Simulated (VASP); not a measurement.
# Si3C4: single point with PBE

Si3C4:

```
CELL_PARAMETERS angstrom
1.54528 0.89217 9.01636
-1.54528 0.89217 9.01636
0.00000 -1.78433 9.01636
ATOMIC_POSITIONS crystal
Si 0.77538 0.77538 0.77538
Si 0.22462 0.22462 0.22462
Si 0.00000 0.00000 0.00000
C 0.70420 0.70420 0.70420
C 0.12327 0.12327 0.12327
C 0.29580 0.29580 0.29580
C 0.87673 0.87673 0.87673
```

```yaml
Program: VASP 6.6.1
Task: single point
Functional: PBE
Potentials_or_basis: VASP PAW PBE potentials, release 64 (Si, C)
Cutoff: 520 eV
k_mesh: 12 × 12 × 12
Occupations: gaussian, width 0.1 eV
Spin: no spin polarisation
Dipole_correction: no
Further_INCAR_settings: ALGO = Normal; EDIFF = 1e-06; NBANDS = 23
```

| Property | Result |
| --- | --- |
| Pressure | -0.1 GPa |
| Largest force | 0.007 eV/Å |
| Band gap on the k mesh | zero (band 14 reaches 7.63 eV, above the bottom of band 15 at 6.73 eV) |

Forces on the atoms (eV/Å):
```
Si   0.000  0.000  0.007
Si   0.000  0.000 -0.007
Si   0.000  0.000  0.000
C    0.000  0.000  0.000
C    0.000  0.000 -0.004
C    0.000  0.000  0.000
C    0.000  0.000  0.004
```

Stress tensor (GPa, compression positive):
```
-0.12  0.00  0.00
 0.00 -0.12  0.00
 0.00  0.00  0.01
```

Levels at points of the mesh, in eV from the Fermi level:
| k point | band 11 | band 12 | band 13 | band 14 | band 15 | band 16 | band 17 | band 18 |
| --- | --- | --- | --- | --- | --- | --- | --- | --- |
| (0.00, 0.00, 0.00) | -1.30 | -0.11 | -0.11 | 0.41 | 0.41 | 1.99 | 5.30 | 6.33 |
| (0.50, 0.00, 0.00) | -2.98 | -2.88 | -2.09 | 0.03 | 0.08 | 0.42 | 2.91 | 3.55 |
| (0.50, 0.50, 0.00) | -2.51 | -2.37 | -1.79 | -1.03 | -0.28 | 0.51 | 3.06 | 4.18 |
| (0.50, 0.50, 0.50) | -0.07 | -0.07 | 0.16 | 0.38 | 0.38 | 1.16 | 5.40 | 5.82 |

Wall time 28 min on 1 thread of AMD EPYC 9R45 96-Core Processor (Zen 5), with other jobs on the host, peak memory 0.74 GiB.
